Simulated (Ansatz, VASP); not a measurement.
# CdSe: VASP beside Ansatz

```
CELL_PARAMETERS angstrom
4.29900 0.00000 0.00000
-2.14950 3.72304 0.00000
0.00000 0.00000 7.22030
ATOMIC_POSITIONS crystal
Cd 0.33333 0.66667 0.00368
Cd 0.66667 0.33333 0.50368
Se 0.33333 0.66667 0.37311
Se 0.66667 0.33333 0.87311
```

Change from the starting cell: z stretched by +3 %, ions relaxed.

Alike in both runs: functional PBE; k mesh 12 × 12 × 6; occupations fermi-dirac, width 0.02 eV; no spin polarisation.

Ansatz relaxed the structure, and its values are those at the end. VASP's run is a single point on that final structure, the one shown.

```csv
,VASP,Ansatz
version,VASP 6.6.1,Ansatz 0.2.0
potentials or method,"VASP PAW PBE potentials, release 64 (Cd, Se)","plane-wave PAW, scalar-relativistic"
plane-wave cutoff (eV),520,420
valence electrons in the cell,36,72
```

Ansatz gave:

```
pressure (GPa)                     : 1.4
rms of the force components (eV/Å) : 0.004
```

Q: Estimate VASP's values.

A: Pressure (GPa): 1.7; rms of the force components (eV/Å): 0.002.

VASP's potentials hold 36 valence electrons a cell and Ansatz's 72, so a difference there can come from the potentials and not from the codes. Ansatz's warnings: stress scf threshold loose.
